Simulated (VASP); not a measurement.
# YNb4N (P4/mmm) in VASP: notebook

YNb4N is run at these levels: PBE; tasks: single point.

Program: VASP 6.6.1. These are calculated values, not measurements. Logs are shortened: lines on timing, memory, paths and dates and some standing lists are left out, and cuts for length are marked.

### Step 1. The cell of the first run

The structure is tetragonal, space group P4/mmm (No. 123). Conventional cell: a = 3.770 Å, b = 3.770 Å, c = 5.624 Å, α = 90.00°, β = 90.00°, γ = 90.00°. Within 3.2 Å of Y (site symmetry 4/mmm) lie 8 Nb at 2.40 Å. Nb (site symmetry 2mm) has 2 N at 2.30 Å and 2 Y at 2.40 Å and 6 Nb at 2.65 to 2.98 Å within 3.0 Å. Within 3.0 Å of N (site symmetry 4/mmm) lie 8 Nb at 2.30 Å.

The cell was generated, and may not be a known phase.

### Step 2. Single point, PBE

INCAR reads:

```
PREC = Accurate ; ENCUT = 520
EDIFF = 1E-7 ; ISMEAR = 0
SIGMA = 0.1 ; LREAL = False
LASPH = True ; NELM = 80
ALGO = Normal ; ISIF = 2
LWAVE = False ; LCHARG = False
GGA = PE ; NBANDS = 43
```

KPOINTS reads:

```
Automatic mesh
0
Gamma
  4 4 4
```

POSCAR reads:

```
YNb4N
1.0
    3.7701246700      0.0000000000      0.0000000000
    0.0000000000      3.7701246700      0.0000000000
    0.0000000000      0.0000000000      5.6243602500
Y Nb N
1 4 1
Direct
    0.5000000000      0.5000000000      0.5000000000
    0.0000000000      0.5000000000      0.7644799900
    0.5000000000      0.0000000000      0.7644799900
    0.0000000000      0.5000000000      0.2355200100
    0.5000000000      0.0000000000      0.2355200100
    0.0000000000      0.0000000000      0.0000000000
```

Potentials or basis: VASP PAW PBE potentials, release 64 (Y_sv, Nb_sv, N).

Run with:

```bash
$ cat potpaw_PBE.64/Y_sv/POTCAR potpaw_PBE.64/Nb_sv/POTCAR potpaw_PBE.64/N/POTCAR > POTCAR
$ mpirun -np 1 vasp_std > vasp.out
```

OUTCAR:

```text
PREC = Accurate
   ENCUT = 520
   EDIFF = 1E-7
   ISMEAR = 0
   LREAL = False
   LASPH = True
   NELM = 80
   ISIF = 2
   GGA = PE

 ion  position               nearest neighbor table
   1  0.500  0.500  0.500-   2 2.40   3 2.40   4 2.40   5 2.40   3 2.40   5 2.40   2 2.40   4 2.40

   2  0.000  0.500  0.764-   6 2.30   6 2.30   1 2.40   1 2.40   4 2.65   3 2.67   3 2.67   3 2.67
                             3 2.67   4 2.98
   3  0.500  0.000  0.764-   6 2.30   6 2.30   1 2.40   1 2.40   5 2.65   2 2.67   2 2.67   2 2.67
                             2 2.67   5 2.98
   4  0.000  0.500  0.236-   6 2.30   6 2.30   1 2.40   1 2.40   2 2.65   5 2.67   5 2.67   5 2.67
                             5 2.67   2 2.98
   5  0.500  0.000  0.236-   6 2.30   6 2.30   1 2.40   1 2.40   3 2.65   4 2.67   4 2.67   4 2.67
                             4 2.67   3 2.98
   6  0.000  0.000  0.000-   2 2.30   3 2.30   4 2.30   5 2.30   2 2.30   4 2.30   3 2.30   5 2.30

  LATTYP: Found a simple tetragonal cell.
 ALAT       =     3.7701246700
 C/A-ratio  =     1.4918234123

  Lattice vectors:

 A1 = (   3.7701246700,   0.0000000000,   0.0000000000)
 A2 = (   0.0000000000,   3.7701246700,   0.0000000000)
 A3 = (   0.0000000000,   0.0000000000,   5.6243602500)

Analysis of symmetry for initial positions (statically):
=====================================================================
 Subroutine PRICEL returns:
 Original cell was already a primitive cell.

 Routine SETGRP: Setting up the symmetry group for a
 simple tetragonal supercell.

 Subroutine GETGRP returns: Found 16 space group operations
 (whereof 16 operations were pure point group operations)
 out of a pool of 16 trial point group operations.

The static configuration has the point symmetry D_4h.

Analysis of symmetry for dynamics (positions and initial velocities):
=====================================================================
 Subroutine PRICEL returns:
 Original cell was already a primitive cell.

 Routine SETGRP: Setting up the symmetry group for a
 simple tetragonal supercell.

 Subroutine GETGRP returns: Found 16 space group operations
 (whereof 16 operations were pure point group operations)
 out of a pool of 16 trial point group operations.

The dynamic configuration has the point symmetry D_4h.

 Subroutine INISYM returns: Found 16 space group operations
 (whereof 16 operations are pure point group operations),
[... 96 lines left out ...]
   NELM   =     80;   NELMIN=  2; NELMDL= -5     # of ELM steps
   EDIFF  = 0.1E-06   stopping-criterion for ELM
   LREAL  =      F    real-space projection
   EDIFFG = 0.1E-05   stopping-criterion for IOM
   NSW    =      0    number of steps for IOM
   IBRION =     -1    ionic relax: 0-MD 1-quasi-New 2-CG
   NFREE  =      0    steps in history (QN), initial steepest desc. (CG)
   ISIF   =      2    stress and relaxation
   ISYM   =      2    0-nonsym 1-usesym 2-fastsym
   POTIM  = 0.5000    time-step for ionic-motion
   TEBEG  =    0.0;   TEEND  =   0.0 temperature during run
   PSTRESS=    0.0 pullay stress
   NELECT =      68.0000    total number of electrons
   NUPDOWN=      -1.0000    fix difference up-down
   EMIN   =  10.00;   EMAX   =-10.00  energy-range for DOS
   EFERMI =   0.00;   METHOD = LEGACY
   ISMEAR =     0;   SIGMA  =   0.10  broadening in eV -4-tet -1-fermi 0-gaus
   EFERMI_NEDOS =   21; number of points for ismear=-14 and -15
   IALGO  =     38    algorithm
   IMIX   =      4    mixing-type and parameters
     AMIX     =   0.40;   BMIX     =  1.00
     AMIX_MAG =   1.60;   BMIX_MAG =  1.00
  volume/ion in A,a.u.               =      13.32        89.91
  Fermi-wavevector in a.u.,A,eV,Ry     =   1.551135  2.931220 32.735890  2.406020
  Thomas-Fermi vector in A             =   2.655698
   LORBIT       =      0    0 simple, 1 ext, 2 COOP (PROOUT), +10 PAW based schemes
   GGA     = PE    functional components
   LHFCALC =     F    Hartree Fock is set to
   AEXX    =    0.0000 exact exchange contribution
   IVDW    =     0    specifies the selected vdW correction
   LEPSILON=     F    determine dielectric tensor
   LRPA    =     F    only Hartree local field effects (RPA)
 non-spin polarized calculation
 Gauss-broadening in eV      SIGMA  =   0.10
  energy-cutoff  :      520.00
  volume of cell :       79.94
 maximum number of plane-waves:      2180
   NGX = 15   NGY = 15   NGZ = 21

 number of electron      67.9999994 magnetization

 Free energy of the ion-electron system (eV)
  ---------------------------------------------------
  ext. energy  EPLUGINS =         0.00000000
  ---------------------------------------------------
  free energy    TOTEN  =       -43.42131872 eV

  energy without entropy =      -43.37068490  energy(sigma->0) =      -43.39600181

 E-fermi :  13.1126     XC(G=0): -13.3109

 val. band max:       13.1006740366   @ k =   0.2500   0.2500   0.2500
 cond. band min:      13.1176449356   @ k =   0.5000   0.0000   0.0000
 fundamental gap:      0.0169708990
 Fermi energy:        13.1126105531

 k-point     1 :       0.0000    0.0000    0.0000
  band No.  band energies     occupation
      1     -42.0367      2.00000
      2     -41.8370      2.00000
      3     -41.5104      2.00000
      4     -41.3560      2.00000
      5     -28.1313      2.00000
      6     -18.9730      2.00000
[... 817 lines left out ...]
     42      15.6058      0.00000
     43      16.6895      0.00000

------------------------ aborting loop because EDIFF is reached ----------------------------------------

  FORCE on cell =-STRESS in cart. coord.  units (eV):
  Direction    XX          YY          ZZ          XY          YZ          ZX
  --------------------------------------------------------------------------------------
  -------------------------------------------------------------------------------------
  Total       35.6130638     35.6130638     34.6379812      0.0000000      0.0000000      0.0000000
  in kB      713.7323244    713.7323244    694.1903957      0.0000000      0.0000000      0.0000000
  external PRESSURE =     707.2183482 kB  Pullay stress =       0.0000000 kB

 VOLUME and BASIS-vectors are now :
 -----------------------------------------------------------------------------
  energy-cutoff  :      520.00
  volume of cell :       79.94
      direct lattice vectors                 reciprocal lattice vectors
     3.770124670  0.000000000  0.000000000     0.265243218  0.000000000  0.000000000
     0.000000000  3.770124670  0.000000000     0.000000000  0.265243218  0.000000000
     0.000000000  0.000000000  5.624360250     0.000000000  0.000000000  0.177797999

 POSITION                                       TOTAL-FORCE (eV/Angst)
 -----------------------------------------------------------------------------------
      1.88506      1.88506      2.81218        -0.000000      0.000000      0.000000
      0.00000      1.88506      4.29971         0.000000      0.000000      3.003691
      1.88506      0.00000      4.29971         0.000000     -0.000000      3.003691
      0.00000      1.88506      1.32465        -0.000000      0.000000     -3.003691
      1.88506      0.00000      1.32465        -0.000000     -0.000000     -3.003691
      0.00000      0.00000      0.00000        -0.000000      0.000000      0.000000
 -----------------------------------------------------------------------------------
    total drift:                                0.000000      0.000000     -0.000000

  FREE ENERGIE OF THE ION-ELECTRON SYSTEM (eV)
  ---------------------------------------------------
  free  energy   TOTEN  =       -43.4213187151 eV

  energy  without entropy=      -43.3706849005  energy(sigma->0) =      -43.39600181
```

Run time: 2 min. Hardware: 1 thread of Intel Xeon 8259CL, shared host; peak memory 0.22 GiB.

Results:

```
Free energy            : -43.4213 eV
Pressure               : 70.7 GPa
Largest force          : 3.004 eV/Å
Band gap on the k mesh : zero (bands 34 and 35 overlap by 1.02 eV)
```

Forces on the atoms (eV/Å):
```
Y    0.000  0.000  0.000
Nb   0.000  0.000  3.004
Nb   0.000  0.000  3.004
Nb   0.000  0.000 -3.004
Nb   0.000  0.000 -3.004
N    0.000  0.000  0.000
```

Caveat: the k points lie up to 0.42 Å⁻¹ apart, too coarse for converged energies and pressures of a metal; forces of over 1 eV/Å act on the atoms, so gaps and moduli don't describe the material at rest.

### Step 3. Single point, PBE

This run uses another cell than the first one, of 19.88 Å³/atom.

INCAR reads:

```
SYSTEM = YNb4N
ALGO = Normal
EDIFF = 1E-6
ENCUT = 520
GGA = PE
ISIF = 2
ISMEAR = 0
LASPH = .True.
LCHARG = .False.
LREAL = .False.
LWAVE = .False.
NBANDS = 43
NELM = 80
PREC = Accurate
SIGMA = 0.1
```

KPOINTS reads:

```
k-points
0
Gamma
  4 4 4
  0 0 0
```

POSCAR reads:

```
YNb4N
1.0
    3.8909344917      0.0000000000      0.0000000000
    0.0000000000      3.8909344917      0.0000000000
    0.0000000000      0.0000000000      7.8774015860
Y Nb N
1 4 1
Direct
    0.5000000000      0.5000000000      0.5000000000
    0.0000000000      0.5000000000      0.8336987957
    0.5000000000      0.0000000000      0.8336987957
    0.0000000000      0.5000000000      0.1663012043
    0.5000000000      0.0000000000      0.1663012043
    0.0000000000      0.0000000000      0.0000000000
```

Potentials or basis: VASP PAW PBE potentials, release 64 (Y_sv, Nb_sv, N).

Run with:

```bash
$ cat potpaw_PBE.64/Y_sv/POTCAR potpaw_PBE.64/Nb_sv/POTCAR potpaw_PBE.64/N/POTCAR > POTCAR
$ mpirun -np 1 vasp_std > vasp.out
```

OUTCAR:

```text
SYSTEM = YNb4N
   EDIFF = 1E-6
   ENCUT = 520
   GGA = PE
   ISIF = 2
   ISMEAR = 0
   LASPH = .True.
   LREAL = .False.
   NELM = 80
   PREC = Accurate

 ion  position               nearest neighbor table
   1  0.500  0.500  0.500-   2 3.27   3 3.27   4 3.27   5 3.27   3 3.27   5 3.27   2 3.27   4 3.27

   2  0.000  0.500  0.834-   6 2.35   6 2.35   4 2.62   3 2.75   3 2.75   3 2.75   3 2.75   1 3.27
                             1 3.27
[... 1033 lines left out ...]
  --------------------------------------------------------------------------------------
  -------------------------------------------------------------------------------------
  Total       -0.1264403     -0.1264403     -0.3098986      0.0000000      0.0000000      0.0000000
  in kB       -1.6986550     -1.6986550     -4.1633165      0.0000000      0.0000000      0.0000000
  external PRESSURE =      -2.5202088 kB  Pullay stress =       0.0000000 kB

 VOLUME and BASIS-vectors are now :
 -----------------------------------------------------------------------------
  energy-cutoff  :      520.00
  volume of cell :      119.26
      direct lattice vectors                 reciprocal lattice vectors
     3.890934492  0.000000000  0.000000000     0.257007668  0.000000000  0.000000000
     0.000000000  3.890934492  0.000000000     0.000000000  0.257007668  0.000000000
     0.000000000  0.000000000  7.877401586     0.000000000  0.000000000  0.126945413

 POSITION                                       TOTAL-FORCE (eV/Angst)
 -----------------------------------------------------------------------------------
      1.94547      1.94547      3.93870         0.000000      0.000000      0.000000
      0.00000      1.94547      6.56738         0.000000      0.000000     -0.007012
      1.94547      0.00000      6.56738        -0.000000      0.000000     -0.007012
      0.00000      1.94547      1.31002        -0.000000     -0.000000      0.007012
      1.94547      0.00000      1.31002         0.000000      0.000000      0.007012
      0.00000      0.00000      0.00000         0.000000      0.000000      0.000000
 -----------------------------------------------------------------------------------
    total drift:                                0.000000     -0.000000      0.000000

  FREE ENERGIE OF THE ION-ELECTRON SYSTEM (eV)
  ---------------------------------------------------
  free  energy   TOTEN  =       -53.3327958651 eV

  energy  without entropy=      -53.3042977694  energy(sigma->0) =      -53.31854682
```

OSZICAR:

```text
N       E                     dE             d eps       ncg     rms          rms(c)
DAV:   1     0.795245291528E+03    0.79525E+03   -0.36932E+04  1548   0.162E+03
DAV:   2     0.211843933647E+02   -0.77406E+03   -0.75420E+03  1848   0.632E+02
DAV:   3    -0.511855609848E+02   -0.72370E+02   -0.70034E+02  2656   0.135E+02
DAV:   4    -0.567437001752E+02   -0.55581E+01   -0.54583E+01  2616   0.344E+01
DAV:   5    -0.571801305476E+02   -0.43643E+00   -0.43235E+00  2576   0.899E+00    0.269E+01
DAV:   6    -0.536642993632E+02    0.35158E+01   -0.26083E+01  2224   0.196E+01    0.212E+01
DAV:   7    -0.533878891440E+02    0.27641E+00   -0.50865E+00  2584   0.968E+00    0.942E+00
DAV:   8    -0.534273820386E+02   -0.39493E-01   -0.18271E+00  2152   0.425E+00    0.748E+00
DAV:   9    -0.533341551288E+02    0.93227E-01   -0.55902E-01  2416   0.308E+00    0.137E+00
DAV:  10    -0.533348513041E+02   -0.69618E-03   -0.95547E-02  2256   0.133E+00    0.511E-01
DAV:  11    -0.533326526999E+02    0.21986E-02   -0.25356E-02  2344   0.676E-01    0.158E-01
DAV:  12    -0.533328247635E+02   -0.17206E-03   -0.19157E-03  2256   0.253E-01    0.567E-02
DAV:  13    -0.533327967911E+02    0.27972E-04   -0.47178E-04  2293   0.950E-02    0.136E-02
DAV:  14    -0.533327986344E+02   -0.18433E-05   -0.39533E-05  2208   0.344E-02    0.144E-02
DAV:  15    -0.533327957514E+02    0.28830E-05   -0.97926E-06  2013   0.128E-02    0.374E-03
DAV:  16    -0.533327958651E+02   -0.11368E-06   -0.14357E-06  1520   0.564E-03
   1 F= -.53332796E+02 E0= -.53318547E+02  d E =-.284981E-01
```

stdout:

```text
POSCAR found type information on POSCAR Y NbN
 POSCAR found :  3 types and       6 ions
 scaLAPACK will be used
 LDA part: xc-table for (Slater+PW92), standard interpolation
 POSCAR, INCAR and KPOINTS ok, starting setup
 FFT: planning ... GRIDC
 FFT: planning ... GRID_SOFT
 FFT: planning ... GRID
 WAVECAR not read
 entering main loop
```

Wall time 3.6 min (1 thread of Intel Xeon 8259CL, shared host); peak memory 0.28 GiB.

Results:

* Free energy: -53.3328 eV
* Pressure: -0.3 GPa
* Largest force: 0.007 eV/Å
* Band gap on the k mesh: zero (bands 34 and 35 overlap by 0.34 eV)

Forces on the atoms (eV/Å):
```
Y    0.000  0.000  0.000
Nb   0.000  0.000 -0.007
Nb   0.000  0.000 -0.007
Nb   0.000  0.000  0.007
Nb   0.000  0.000  0.007
N    0.000  0.000  0.000
```

Stress tensor (GPa, compression positive):
```
-0.17  0.00  0.00
 0.00 -0.17  0.00
 0.00  0.00 -0.42
```

Caveat: the k points lie up to 0.40 Å⁻¹ apart.

### Step 4. Single point, PBE, collinear spin, zero start

INCAR reads:

```
  PREC = Accurate
  ENCUT = 520
  EDIFF = 1E-6
  ISMEAR = 0
  SIGMA = 0.1
  LREAL = F
  LASPH = T
  NELM = 150
  ALGO = Normal
  ISIF = 2
  LWAVE = F
  LCHARG = F
  ISPIN = 2
  MAGMOM = 0 0 0 0 0 0
  LORBIT = 11
  LMAXMIX = 4
  GGA = PE
  NBANDS = 47
```

KPOINTS reads:

```
regular mesh
0
Gamma
  4 4 4
```

POSCAR reads:

```
YNb4N
1.0
    3.7701246700      0.0000000000      0.0000000000
    0.0000000000      3.7701246700      0.0000000000
    0.0000000000      0.0000000000      5.6243602500
Y Nb N
1 4 1
Direct
    0.5000000000      0.5000000000      0.5000000000
    0.0000000000      0.5000000000      0.7644799900
    0.5000000000      0.0000000000      0.7644799900
    0.0000000000      0.5000000000      0.2355200100
    0.5000000000      0.0000000000      0.2355200100
    0.0000000000      0.0000000000      0.0000000000
```

Run with:

```bash
$ cat potpaw_PBE.64/Y_sv/POTCAR potpaw_PBE.64/Nb_sv/POTCAR potpaw_PBE.64/N/POTCAR > POTCAR
$ mpirun -np 1 vasp_std > vasp.out
```

It took 4.6 min on 1 thread of Intel Xeon 8259CL, shared host; peak memory 0.28 GiB.

It converged, with:

```
Free energy                                           : -43.4213 eV
Pressure                                              : 70.7 GPa
Largest force                                         : 3.004 eV/Å
Band gap on the k mesh                                : zero (filled and empty bands overlap)
Net moment                                            : 0.00 μB per cell
Valence electrons inside the program's atomic spheres : Y 12.75; Nb 11.22; N 3.67
```

Forces on the atoms (eV/Å):
```
Y    0.000  0.000  0.000
Nb   0.000  0.000  3.004
Nb   0.000  0.000  3.004
Nb   0.000  0.000 -3.004
Nb   0.000  0.000 -3.004
N    0.000  0.000  0.000
```

Stress tensor (GPa, compression positive):
```
71.37  0.00  0.00
 0.00 71.37  0.00
 0.00  0.00 69.41
```

Levels at points of the mesh, in eV from the Fermi level:
Spin up:
```csv
k point,band 31,band 32,band 33,band 34,band 35,band 36,band 37,band 38
"(0.00, 0.00, 0.00)",-1.99,-1.55,-1.55,0.77,0.77,2.04,2.04,2.43
"(0.50, 0.00, 0.00)",-1.29,-1.15,-0.82,-0.17,0.01,0.73,0.86,1.01
"(0.50, 0.50, 0.00)",-0.88,0.25,0.25,0.44,0.44,0.73,0.88,1.51
"(0.00, 0.00, 0.50)",-1.55,-1.45,-1.45,-0.06,-0.06,0.70,1.17,1.56
"(0.50, 0.00, 0.50)",-1.47,-1.25,-0.99,-0.23,-0.13,-0.03,0.14,0.19
"(0.50, 0.50, 0.50)",-1.18,-0.43,-0.43,-0.28,-0.26,0.26,0.26,1.80
```
Spin down:
| k point | band 32 | band 33 | band 34 | band 35 | band 36 | band 37 |
| --- | --- | --- | --- | --- | --- | --- |
| (0.00, 0.00, 0.00) | -1.55 | -1.55 | 0.77 | 0.77 | 2.04 | 2.04 |
| (0.50, 0.00, 0.00) | -1.15 | -0.82 | -0.17 | 0.01 | 0.73 | 0.86 |
| (0.50, 0.50, 0.00) | 0.25 | 0.25 | 0.44 | 0.44 | 0.73 | 0.88 |
| (0.00, 0.00, 0.50) | -1.45 | -1.45 | -0.06 | -0.06 | 0.70 | 1.17 |
| (0.50, 0.00, 0.50) | -1.25 | -0.99 | -0.23 | -0.13 | -0.03 | 0.14 |
| (0.50, 0.50, 0.50) | -0.43 | -0.43 | -0.28 | -0.26 | 0.26 | 0.26 |

Caveat: the k points lie up to 0.42 Å⁻¹ apart, too coarse for converged energies and pressures of a metal; forces of over 1 eV/Å act on the atoms, so gaps and moduli don't describe the material at rest.

### Step 5. The runs side by side

| spin | cell | gap on the mesh (eV) | pressure (GPa) | largest force (eV/Å) |
| --- | --- | --- | --- | --- |
| off | a = 3.770, b = 3.770, c = 5.624 Å, 6 atoms, atomic positions A | none | 70.7 | 3.00 |
| off | a = 3.891, b = 3.891, c = 7.877 Å, 6 atoms, atomic positions B | none | -0.3 | 0.01 |
| collinear, zero start | a = 3.770, b = 3.770, c = 5.624 Å, 6 atoms, atomic positions A | none | 70.7 | 3.00 |

Alike in all rows: task single point; level PBE; potentials or basis VASP PAW PBE potentials, release 64 (Y_sv, Nb_sv, N); k mesh 4 × 4 × 4; cutoff (eV) 520; smearing gaussian 0.1 eV.

Caveats: all runs use coarse meshes; forces of over 1 eV/Å act on the atoms, so gaps and moduli don't describe the material at rest (at least some runs).

Total energies depend on the potentials used, so only differences within one code and one set of settings carry meaning.

The gap in the log of VASP goes by the Fermi energy; the results here count the filled bands.